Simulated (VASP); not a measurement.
## Au: single point with LDA

Crystal: Au.

```xyz
1
Lattice="0.0000 2.0230 2.0230 2.0230 0.0000 2.0230 2.0230 2.0230 0.0000" Properties=species:S:1:pos:R:3 pbc="T T T"
Au    0.0000    0.0000    0.0000
```

- Program: VASP 6.6.1
- Task: single point
- Functional: LDA
- Potentials or basis: VASP PAW LDA potentials, release 64 (Au)
- Cutoff: 520 eV
- k mesh: 19 × 19 × 19
- Occupations: fermi-dirac, width 0.1 eV
- Spin: no spin polarisation

| Quantity | Value |
| --- | --- |
| Pressure | 0.7 GPa |

Levels at points of the mesh, in eV from the Fermi level:
```
           k point  band 2  band 3  band 4  band 5  band 6  band 7  band 8  band 9  band 10  band 11
(0.00, 0.00, 0.00)   -4.92   -4.92   -4.92   -3.30   -3.30   14.40   18.52   18.52    18.52    23.64
```

It took 32 s on 1 thread of Intel(R) Xeon(R) Platinum 8259CL CPU @ 2.50GHz (Skylake/Cascade Lake) (shared host), peak memory 0.16 GiB.

Caveat: spin-orbit coupling is left out, which moves the levels of the heavy elements.
